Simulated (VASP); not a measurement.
## KBr: single point with PBE

Crystal: KBr.

```xyz
2
Lattice="0.0000 3.5559 3.2925 3.5559 0.0000 3.2925 3.5559 3.5559 0.0000" Properties=species:S:1:pos:R:3 pbc="T T T"
K     0.0000    0.0000    0.0000
Br    3.5559    3.5559    3.2925
```

This cell differs from its parent crystal: strain +0.080 along x and y, +0.000 along z.

```json
{"Program": "VASP 6.6.1", "Task": "single point", "Functional": "PBE", "Potentials or basis": "VASP PAW PBE potentials, release 64 (K_sv, Br)", "Cutoff": "520 eV", "k mesh": "6 × 6 × 6", "Occupations": "gaussian, width 0.05 eV", "Spin": "no spin polarisation"}
```

```json
{
  "Pressure": "-0.9 GPa",
  "Band gap on the k mesh": "4.07 eV"
}
```

Stress tensor (GPa, compression positive):
```
-1.30  0.00  0.00
 0.00 -1.30  0.00
 0.00  0.00  0.02
```

Levels at points of the mesh, in eV from the valence-band top:
```
           k point  band 5  band 6  band 7  band 8  band 9  band 10  band 11  band 12
(0.00, 0.00, 0.00)  -11.57    0.00    0.00    0.00    4.07     7.41     7.41     7.82
(0.50, 0.00, 0.00)  -11.34   -0.93   -0.24   -0.24    6.27     7.63     9.32     9.32
(0.50, 0.50, 0.00)  -11.61   -0.62   -0.28   -0.28    5.91     6.79     9.01     9.18
(0.50, 0.00, 0.50)  -11.59   -0.68   -0.24   -0.18    6.02     6.64     8.57     9.04
```

Run time: 50 s on 1 thread of Intel Xeon 8259CL, with other jobs on the host, peak memory 0.24 GiB.

Caveat: the cell differs from its parent crystal (strain +0.080 along x and y, +0.000 along z).
